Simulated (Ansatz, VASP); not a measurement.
# Sn in VASP and in Ansatz

```xyz
2
Lattice="0.0000 2.8335 2.8335 2.8335 0.0000 2.8335 2.8335 2.8335 0.0000" Properties=species:S:1:pos:R:3 pbc="T T T"
Sn   -0.7084   -0.7084   -0.7084
Sn    0.7084    0.7084    0.7084
```

Change from the starting cell: volume scaled by 0.65, LAPW.

Alike in both runs: task single point; functional PBEsol; k mesh 10 × 10 × 10; occupations fermi-dirac, width 0.1 eV; no spin polarisation.

|  | VASP | Ansatz |
| --- | --- | --- |
| version | VASP 6.6.1 | Ansatz 0.2.0 |
| potentials or method | VASP PAW PBE potentials, release 64 (Sn_d), cutoff 520 eV | all-electron LAPW, scalar-relativistic |

|  | VASP | Ansatz | Ansatz less VASP |
| --- | --- | --- | --- |
| pressure (GPa) | 50.0 | 50.0 | 0.00 |

VASP's potentials were made for PBE, not for PBEsol. Both programs put the cell under a high pressure, so it lies far from rest at this level. Ansatz ran all-electron here, and VASP with PAW potentials.
